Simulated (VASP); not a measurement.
# NaCl in VASP: a series of runs

Aim: see how the results for NaCl move with the level of theory and the settings. Levels: PBE, r2SCAN. Tasks: single point.

All numbers are computed with VASP 6.6.1; they aren't measurements. Logs are shortened: lines on timing, memory, paths and dates and some standing lists are left out, and cuts for length are marked.

## Step 1: The cell of the first run

Symmetry: F-43m, No. 216, cubic system. The conventional cell has a = 5.961 Å, b = 5.961 Å, c = 5.961 Å, α = 90.00°, β = 90.00°, γ = 90.00°. Within 3.4 Å of Na (site symmetry -43m) lie 4 Cl at 2.58 Å. Cl (site symmetry -43m) has 4 Na at 2.58 Å within 3.4 Å.

## Step 2: Single point, PBE (strain -3.5%)

File INCAR:

```
SYSTEM = NaCl
ALGO     = Normal         ! electronic algorithm
EDIFF    = 1E-7           ! SCF threshold, eV
ENCUT    = 520            ! plane-wave cutoff, eV
GGA      = PE             ! functional
ISIF     = 2              ! what is computed and relaxed
ISMEAR   = -1             ! smearing method
LASPH    = .True.         ! aspherical terms in the spheres
LCHARG   = .False.        ! write CHGCAR
LREAL    = .False.        ! projectors in reciprocal space
LWAVE    = .False.        ! write WAVECAR
NBANDS   = 14             ! bands
NELM     = 80             ! most SCF steps
PREC     = Accurate       ! precision mode
SIGMA    = 0.02           ! smearing width, eV
```

File KPOINTS:

```
k-points
0
Gamma
  8 8 8
  0 0 0
```

File POSCAR:

```
NaCl
1.0
    0.0000000000      2.9804531401      2.9804531401
    2.9804531401      0.0000000000      2.9804531401
    2.9804531401      2.9804531401      0.0000000000
Na Cl
1 1
Direct
    0.0000000000      0.0000000000      0.0000000000
    0.2500000000      0.2500000000      0.2500000000
```

Potentials or basis: VASP PAW PBE potentials, release 64 (Na_pv, Cl).

The run is started by

```sh
$ cat potpaw_PBE.64/Na_pv/POTCAR potpaw_PBE.64/Cl/POTCAR > POTCAR
$ mpirun -np 1 vasp_std > vasp.out
```

OUTCAR:

```text
SYSTEM = NaCl
   EDIFF = 1E-7
   ENCUT = 520
   GGA = PE
   ISIF = 2
   ISMEAR = -1
   LASPH = .True.
   LREAL = .False.
   NELM = 80
   PREC = Accurate

 ion  position               nearest neighbor table
   1  0.000  0.000  0.000-   2 2.58   2 2.58   2 2.58   2 2.58
   2  0.250  0.250  0.250-   1 2.58   1 2.58   1 2.58   1 2.58

  LATTYP: Found a face centered cubic cell.
 ALAT       =     5.9609062802

  Lattice vectors:

 A1 = (   0.0000000000,   2.9804531401,   2.9804531401)
 A2 = (   2.9804531401,   0.0000000000,   2.9804531401)
 A3 = (   2.9804531401,   2.9804531401,   0.0000000000)

Analysis of symmetry for initial positions (statically):
=====================================================================
 Subroutine PRICEL returns:
 Original cell was already a primitive cell.

 Routine SETGRP: Setting up the symmetry group for a
 face centered cubic supercell.

 Subroutine GETGRP returns: Found 24 space group operations
 (whereof 24 operations were pure point group operations)
 out of a pool of 48 trial point group operations.

The static configuration has the point symmetry T_d .

Analysis of symmetry for dynamics (positions and initial velocities):
=====================================================================
 Subroutine PRICEL returns:
 Original cell was already a primitive cell.

 Routine SETGRP: Setting up the symmetry group for a
 face centered cubic supercell.

 Subroutine GETGRP returns: Found 24 space group operations
 (whereof 24 operations were pure point group operations)
 out of a pool of 48 trial point group operations.

The dynamic configuration has the point symmetry T_d .

 Subroutine INISYM returns: Found 24 space group operations
 (whereof 24 operations are pure point group operations),
 and found     1 'primitive' translations

----------------------------------------------------------------------------------------

                                     Primitive cell

  volume of cell :      52.9513

  direct lattice vectors                    reciprocal lattice vectors
     0.000000000  2.980453140  2.980453140    -0.167759725  0.167759725  0.167759725
     2.980453140  0.000000000  2.980453140     0.167759725 -0.167759725  0.167759725
     2.980453140  2.980453140  0.000000000     0.167759725  0.167759725 -0.167759725

  length of vectors
     4.214997253  4.214997253  4.214997253     0.290568368  0.290568368  0.290568368

  position of ions in fractional coordinates (direct lattice)
[... 88 lines left out ...]
   TEBEG  =    0.0;   TEEND  =   0.0 temperature during run
   PSTRESS=    0.0 pullay stress
   NELECT =      14.0000    total number of electrons
   NUPDOWN=      -1.0000    fix difference up-down
   EMIN   =  10.00;   EMAX   =-10.00  energy-range for DOS
   EFERMI =   0.00;   METHOD = LEGACY
   ISMEAR =    -1;   SIGMA  =   0.02  broadening in eV -4-tet -1-fermi 0-gaus
   EFERMI_NEDOS =   21; number of points for ismear=-14 and -15
   IALGO  =     38    algorithm
   IMIX   =      4    mixing-type and parameters
     AMIX     =   0.40;   BMIX     =  1.00
     AMIX_MAG =   1.60;   BMIX_MAG =  1.00
  volume/ion in A,a.u.               =      26.48       178.67
  Fermi-wavevector in a.u.,A,eV,Ry     =   1.050732  1.985595 15.021340  1.104037
  Thomas-Fermi vector in A             =   2.185747
   LORBIT       =      0    0 simple, 1 ext, 2 COOP (PROOUT), +10 PAW based schemes
   GGA     = PE    functional components
   LHFCALC =     F    Hartree Fock is set to
   AEXX    =    0.0000 exact exchange contribution
   IVDW    =     0    specifies the selected vdW correction
   LEPSILON=     F    determine dielectric tensor
   LRPA    =     F    only Hartree local field effects (RPA)
 non-spin polarized calculation
  energy-cutoff  :      520.00
  volume of cell :       52.95
 maximum number of plane-waves:      1458
   NGX = 15   NGY = 15   NGZ = 15

 number of electron      14.0000007 magnetization

 Free energy of the ion-electron system (eV)
  ---------------------------------------------------
  ext. energy  EPLUGINS =         0.00000000
  ---------------------------------------------------
  free energy    TOTEN  =        -6.56633228 eV

  energy without entropy =       -6.56633228  energy(sigma->0) =       -6.56633228

 E-fermi :  -1.4278     XC(G=0):  -7.2588

 val. band max:       -1.9608331734   @ k =   0.0000   0.0000   0.0000
 cond. band min:       3.2460119834   @ k =   0.0000   0.0000   0.0000
 fundamental gap:      5.2068451568
 Fermi energy:        -1.4278098133

 k-point     1 :       0.0000    0.0000    0.0000
  band No.  band energies     occupation
      1     -22.3134      2.00000
      2     -22.3134      2.00000
      3     -22.3134      2.00000
      4     -14.2114      2.00000
      5      -1.9608      2.00000
      6      -1.9608      2.00000
      7      -1.9608      2.00000
      8       3.2460      0.00000
      9       9.5993      0.00000
     10       9.5993      0.00000
     11       9.5993      0.00000
     12      11.3345      0.00000
     13      11.3345      0.00000
     14      14.1718      0.00000
[... 377 lines left out ...]
      1     -22.3366      2.00000
      2     -22.3205      2.00000
      3     -22.3173      2.00000
      4     -13.9748      2.00000
      5      -3.0210      2.00000
      6      -2.4147      2.00000
      7      -2.1606      2.00000
      8       6.5901      0.00000
      9       6.8760      0.00000
     10       8.6920      0.00000
     11       9.5863      0.00000
     12      12.0718      0.00000
     13      12.9535      0.00000
     14      13.9205      0.00000

 [... further k-points ...]

------------------------ aborting loop because EDIFF is reached ----------------------------------------

  FORCE on cell =-STRESS in cart. coord.  units (eV):
  Direction    XX          YY          ZZ          XY          YZ          ZX
  --------------------------------------------------------------------------------------
  -------------------------------------------------------------------------------------
  Total        1.1071297      1.1071297      1.1071297      0.0000000      0.0000000      0.0000000
  in kB       33.4990266     33.4990266     33.4990266      0.0000000      0.0000000      0.0000000
  external PRESSURE =      33.4990266 kB  Pullay stress =       0.0000000 kB

 VOLUME and BASIS-vectors are now :
 -----------------------------------------------------------------------------
  energy-cutoff  :      520.00
  volume of cell :       52.95
      direct lattice vectors                 reciprocal lattice vectors
     0.000000000  2.980453140  2.980453140    -0.167759725  0.167759725  0.167759725
     2.980453140  0.000000000  2.980453140     0.167759725 -0.167759725  0.167759725
     2.980453140  2.980453140  0.000000000     0.167759725  0.167759725 -0.167759725

 POSITION                                       TOTAL-FORCE (eV/Angst)
 -----------------------------------------------------------------------------------
      0.00000      0.00000      0.00000         0.000000      0.000000      0.000000
      1.49023      1.49023      1.49023        -0.000000     -0.000000     -0.000000
 -----------------------------------------------------------------------------------
    total drift:                               -0.000000     -0.000000      0.000000

  FREE ENERGIE OF THE ION-ELECTRON SYSTEM (eV)
  ---------------------------------------------------
  free  energy   TOTEN  =        -6.5663322834 eV

  energy  without entropy=       -6.5663322834  energy(sigma->0) =       -6.56633228
```

It took 24 s on 1 thread of Intel Xeon 6975P-C, shared host; peak memory 0.17 GiB.

Results:

| Item | Value |
| --- | --- |
| Free energy | -6.5663 eV |
| Pressure | 3.3 GPa |
| Band gap on the k mesh | 5.21 eV, direct |

Caveat: the cell differs from its parent crystal (strain -3.5%). A k mesh can miss the band edges.

## Step 3: Single point, r2SCAN (strain -3.5%)

POSCAR is that of step 2.

File INCAR.step1:

```
PREC     = Accurate       # precision mode
ENCUT    = 520            # plane-wave cutoff, eV
ISMEAR   = 0              # smearing method
SIGMA    = 0.01           # smearing width, eV
LREAL    = False          # projectors in reciprocal space
LASPH    = True           # aspherical terms in the spheres
NELM     = 60             # most SCF steps
NBANDS   = 14             # bands
GGA      = PE             # functional
ALGO     = Normal         # electronic algorithm
EDIFF    = 1E-4           # SCF threshold, eV
LWAVE    = True           # write WAVECAR
LCHARG   = False          # write CHGCAR
```

File INCAR.step2:

```
PREC     = Accurate       # precision mode
ENCUT    = 520            # plane-wave cutoff, eV
EDIFF    = 1E-7           # SCF threshold, eV
ISMEAR   = 0              # smearing method
SIGMA    = 0.01           # smearing width, eV
LREAL    = False          # projectors in reciprocal space
LASPH    = True           # aspherical terms in the spheres
NELM     = 60             # most SCF steps
ALGO     = Normal         # electronic algorithm
ISIF     = 2              # what is computed and relaxed
LWAVE    = False          # write WAVECAR
LCHARG   = True           # write CHGCAR
METAGGA  = R2SCAN         # meta-GGA
LMIXTAU  = True         
LELF     = True           # ELF
LVHAR    = True         
NBANDS   = 14             # bands
ISTART   = 1
```

File KPOINTS:

```
regular mesh
0
Gamma
  8 8 8
```

Potentials or basis: VASP PAW PBE potentials, release 64 (Na_pv, Cl).

The run is started by

```sh
$ cat potpaw_PBE.64/Na_pv/POTCAR potpaw_PBE.64/Cl/POTCAR > POTCAR
$ cp INCAR.step1 INCAR
$ mpirun -np 1 vasp_std > vasp.out
$ cp INCAR.step2 INCAR
$ mpirun -np 1 vasp_std > vasp.out
```

It took 2 min on 1 thread of Intel Xeon 6975P-C, shared host; peak memory 0.18 GiB.

Results (log left out):

```
Free energy            : -13.5242 eV
Pressure               : 2.4 GPa
Band gap on the k mesh : 5.83 eV, direct
```

Levels at points of the mesh, in eV from the valence-band top:
```csv
k point,band 3,band 4,band 5,band 6,band 7,band 8,band 9,band 10,band 11,band 12
"(0.00, 0.00, 0.00)",-21.04,-12.80,0.00,0.00,0.00,5.83,12.40,12.40,12.40,14.01
"(0.50, 0.00, 0.00)",-21.04,-12.59,-1.23,-0.10,-0.10,8.66,9.98,11.59,11.59,15.96
"(0.50, 0.50, 0.00)",-21.05,-12.53,-1.12,-0.34,-0.34,7.54,9.97,12.46,14.84,14.84
```

Caveat: the cell differs from its parent crystal (strain -3.5%); the PAW data sets were made with another functional, which shifts forces and pressure a little. A k mesh can miss the band edges.

## Step 4: Single point, PBE (uniaxial z strain +2.8%)

File INCAR:

```
  PREC = Accurate
  ENCUT = 520
  EDIFF = 1E-6
  ISMEAR = -1
  SIGMA = 0.02
  LREAL = F
  LASPH = T
  NELM = 60
  ALGO = Normal
  ISIF = 2
  LWAVE = F
  LCHARG = F
  GGA = PE
  NBANDS = 14
```

KPOINTS is that of step 3.

File POSCAR:

```
NaCl
1.0
    0.0000000000      3.0872727782      3.1746425978
    3.0872727782      0.0000000000      3.1746425978
    3.0872727782      3.0872727782      0.0000000000
Na Cl
1 1
Direct
    0.0000000000      0.0000000000      0.0000000000
    0.2500000000      0.2500000000      0.2500000000
```

The run is started by

```sh
$ cat potpaw_PBE.64/Na_pv/POTCAR potpaw_PBE.64/Cl/POTCAR > POTCAR
$ mpirun -np 1 vasp_std > vasp.out
```

Run time: 1.7 min. Hardware: 1 thread of Intel Xeon 6975P-C, shared host; peak memory 0.21 GiB.

Results (log left out):

| Item | Value |
| --- | --- |
| Free energy | -6.6423 eV |
| Pressure | 0.2 GPa |
| Band gap on the k mesh | 4.86 eV, direct |

Stress tensor (GPa, compression positive):
```
0.19 0.00 0.00
0.00 0.19 0.00
0.00 0.00 0.11
```

Levels at points of the mesh, in eV from the valence-band top:
| k point | band 5 | band 6 | band 7 | band 8 | band 9 | band 10 |
| --- | --- | --- | --- | --- | --- | --- |
| (0.00, 0.00, 0.00) | -0.03 | 0.00 | 0.00 | 4.86 | 11.09 | 11.15 |
| (0.50, 0.00, 0.00) | -1.02 | -0.13 | -0.07 | 7.48 | 8.78 | 10.48 |
| (0.50, 0.50, 0.00) | -0.96 | -0.27 | -0.27 | 7.00 | 9.09 | 10.21 |
| (0.50, 0.00, 0.50) | -0.92 | -0.32 | -0.31 | 7.02 | 8.97 | 10.48 |

Caveat: the cell differs from its parent crystal (uniaxial z strain +2.8%). A k mesh can miss the band edges.

## Step 5: Single point, r2SCAN (uniaxial z strain +2.8%)

POSCAR is that of step 4.

File INCAR.step1:

```
ALGO = Normal
EDIFF = 1E-4
ENCUT = 520
GGA = PE
ISMEAR = 0
LASPH = True
LCHARG = False
LREAL = False
LWAVE = True
NBANDS = 14
NELM = 100
PREC = Accurate
SIGMA = 0.01
```

File INCAR.step2:

```
ALGO = Normal
EDIFF = 1E-6
ENCUT = 520
ISIF = 2
ISMEAR = 0
ISTART = 1
LASPH = True
LCHARG = False
LMIXTAU = True
LREAL = False
LWAVE = False
METAGGA = R2SCAN
NBANDS = 14
NELM = 100
PREC = Accurate
SIGMA = 0.01
```

File KPOINTS:

```
k-points
0
Gamma
  8 8 8
```

The run is started by

```sh
$ cat potpaw_PBE.64/Na_pv/POTCAR potpaw_PBE.64/Cl/POTCAR > POTCAR
$ cp INCAR.step1 INCAR
$ mpirun -np 1 vasp_std > vasp.out
$ cp INCAR.step2 INCAR
$ mpirun -np 1 vasp_std > vasp.out
```

Wall time 4.6 min (1 thread of Intel Xeon 6975P-C, shared host); peak memory 0.22 GiB.

Results (log left out):

| Property | Result |
| --- | --- |
| Free energy | -13.5571 eV |
| Pressure | -0.6 GPa |
| Band gap on the k mesh | 5.49 eV, direct |

Stress tensor (GPa, compression positive):
```
-0.56  0.00  0.00
 0.00 -0.56  0.00
 0.00  0.00 -0.69
```

Levels at points of the mesh, in eV from the valence-band top:
```tsv
k point	band 3	band 4	band 5	band 6	band 7	band 8	band 9	band 10	band 11	band 12
(0.00, 0.00, 0.00)	-21.38	-12.64	-0.03	0.00	0.00	5.49	11.94	12.00	12.00	13.44
(0.50, 0.00, 0.00)	-21.38	-12.51	-1.01	-0.12	-0.07	8.24	9.34	11.18	11.41	14.96
(0.50, 0.50, 0.00)	-21.38	-12.47	-0.94	-0.26	-0.26	7.45	9.82	11.18	13.98	13.98
(0.50, 0.00, 0.50)	-21.38	-12.47	-0.90	-0.32	-0.31	7.46	9.71	11.46	13.64	13.98
```

Caveat: the cell differs from its parent crystal (uniaxial z strain +2.8%); the PAW data sets were made with another functional, which shifts forces and pressure a little.

## Step 6: Summary

| level | cell | smearing | gap on the mesh (eV) | pressure (GPa) |
| --- | --- | --- | --- | --- |
| PBE | a = 4.215 Å, angles 60.0°, 2 atoms | fermi-dirac 0.02 eV | 5.21 | 3.3 |
| r2SCAN | a = 4.215 Å, angles 60.0°, 2 atoms | gaussian 0.01 eV | 5.83 | 2.4 |
| PBE | a = 4.428, b = 4.428, c = 4.366 Å, angles 60.5, 60.5, 59.1°, 2 atoms | fermi-dirac 0.02 eV | 4.86 | 0.2 |
| r2SCAN | a = 4.428, b = 4.428, c = 4.366 Å, angles 60.5, 60.5, 59.1°, 2 atoms | gaussian 0.01 eV | 5.49 | -0.6 |

Alike in all rows: task single point; potentials or basis VASP PAW PBE potentials, release 64 (Na_pv, Cl); no spin polarisation; k mesh 8 × 8 × 8; cutoff (eV) 520.

Caveats: the PAW data sets were made with another functional, which shifts forces and pressure a little (some runs).

Absolute energies hang on the potentials; compare differences alone.
